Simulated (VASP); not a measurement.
Write the native input for VASP 6.6.1 that does the following.

```
Task                   : single point
Functional             : LDA
Potentials or basis    : VASP PAW LDA potentials, release 64 (Sb)
Cutoff                 : 500 eV
k mesh                 : 8 × 8 × 8
Occupations            : fermi-dirac, width 0.05 eV
Spin                   : no spin polarisation
Dipole correction      : no
Further INCAR settings : ALGO = Normal; EDIFF = 1e-06; NBANDS = 8
```

The structure of Sb lies in POSCAR:

```
Sb
1.0
    0.0000000000      2.2064393801      2.2064393801
    2.2064393801      0.0000000000      2.2064393801
    2.2064393801      2.2064393801      0.0000000000
Sb
1
Direct
    0.0000000000      0.0000000000      0.0000000000
```

This isn't the form of Sb at room conditions, which is rhombohedral.

One way to write it, as run:

INCAR

```
SYSTEM = Sb
ALGO = Normal
EDIFF = 1E-6
ENCUT = 500
GGA = CA
GGA_COMPAT = .False.
ISIF = 2
ISMEAR = -1
LASPH = .True.
LCHARG = .True.
LELF = .True.
LREAL = .False.
LVHAR = .True.
LWAVE = .False.
NBANDS = 8
NELM = 120
PREC = Accurate
SIGMA = 0.05
```

KPOINTS

```
k-points
0
Gamma
  8 8 8
  0 0 0
```

Potentials or basis: VASP PAW LDA potentials, release 64 (Sb).

The run is started by

```bash
$ cat potpaw_LDA.64/Sb/POTCAR > POTCAR
$ mpirun -np 1 vasp_std > vasp.out
```

It gave:

The pressure is 20.3 GPa and the band gap on the k mesh is zero (an odd number of electrons rules out a gap without spin polarisation).

Caveat: the cell stands under pressure; spin-orbit coupling is left out, which moves the levels of the heavy elements.

Run time: 3.6 s on 1 thread of AMD EPYC 7R13 Processor (Zen 3) (shared host), peak memory 0.1 GiB.
